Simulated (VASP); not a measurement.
Here is a VASP 6.6.1 calculation.

File INCAR:

```
ALGO     = Normal         # electronic algorithm
EDIFF    = 1E-6           # SCF threshold, eV
ENCUT    = 500            # plane-wave cutoff, eV
GGA      = PE             # functional
GGA_COMPAT= F            
ISIF     = 2              # what is computed and relaxed
ISMEAR   = -1             # smearing method
LASPH    = T              # aspherical terms in the spheres
LCHARG   = F              # write CHGCAR
LREAL    = F              # projectors in reciprocal space
LWAVE    = F              # write WAVECAR
NBANDS   = 8              # bands
NELM     = 120            # most SCF steps
PREC     = Accurate       # precision mode
SIGMA    = 0.06122561905347299 # smearing width, eV
```

The input KPOINTS:

```
k-points
0
Gamma
  20 20 20
```

File POSCAR:

```
Al
1.0
    2.7579451905      0.0000000000      0.0000000000
    0.0000000000      2.7579451905      0.0000000000
    0.0000000000      0.0000000000      2.7579451905
Al
1
Direct
    0.0000000000      0.0000000000      0.0000000000
```

Potentials or basis: VASP PAW PBE potentials, release 64 (Al).

The run is started by

```sh
$ cat potpaw_PBE.64/Al/POTCAR > POTCAR
$ mpirun -np 1 vasp_std > vasp.out
```

Predict the pressure.

-2.1 GPa.
